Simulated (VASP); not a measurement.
Write the native input for VASP 6.6.1 that does the following.

| Property | Result |
| --- | --- |
| Task | single point |
| Functional | PBEsol |
| Potentials or basis | VASP PAW PBE potentials, release 64 (Cd, F) |
| Cutoff | 520 eV |
| k mesh | 8 × 8 × 8 |
| Occupations | gaussian, width 0.05 eV |
| Spin | no spin polarisation |
| Dipole correction | no |
| Further INCAR settings | ALGO = Normal; EDIFF = 1e-06; NBANDS = 20 |

The structure of CdF2 lies in POSCAR:

```
CdF2
1.0
    1.4254861447      3.5637153617      3.5637153617
    3.5637153617      1.4254861447      3.5637153617
    3.5637153617      3.5637153617      1.4254861447
Cd F
1 2
Direct
    0.0000000000      0.0000000000      0.0000000000
    0.2500000000      0.2500000000      0.2500000000
    0.7500000000      0.7500000000      0.7500000000
```

This cell differs from its parent crystal: ratio of the length along [111] to the lengths across it x 2.0, volume and fractional coordinates fixed.

The input as run:

INCAR

```
PREC     = Accurate       # precision mode
ENCUT    = 520            # plane-wave cutoff, eV
EDIFF    = 1E-6           # SCF threshold, eV
ISMEAR   = 0              # smearing method
SIGMA    = 0.05           # smearing width, eV
LREAL    = F              # projectors in reciprocal space
LASPH    = T              # aspherical terms in the spheres
NELM     = 60             # most SCF steps
ALGO     = Normal         # electronic algorithm
ISIF     = 2              # what is computed and relaxed
LWAVE    = F              # write WAVECAR
LCHARG   = F              # write CHGCAR
GGA      = PS             # functional
NBANDS   = 20             # bands
```

KPOINTS

```
Automatic mesh
0
Gamma
  8 8 8
```

Potentials or basis: VASP PAW PBE potentials, release 64 (Cd, F).

Command:

```bash
$ cat potpaw_PBE.64/Cd/POTCAR potpaw_PBE.64/F/POTCAR > POTCAR
$ mpirun -np 1 vasp_std > vasp.out
```

Results of the run:

| Property | Result |
| --- | --- |
| Pressure | 24.6 GPa |
| Largest force | 1.070 eV/Å |
| Band gap on the k mesh | 3.30 eV, indirect (least direct gap 3.36 eV) |

Caveat: the PAW data sets were made with another functional, which shifts forces and pressure a little.

Run time: 46 s on 1 thread of Intel(R) Xeon(R) Platinum 8559C (Emerald Rapids) (shared host), peak memory 0.26 GiB.
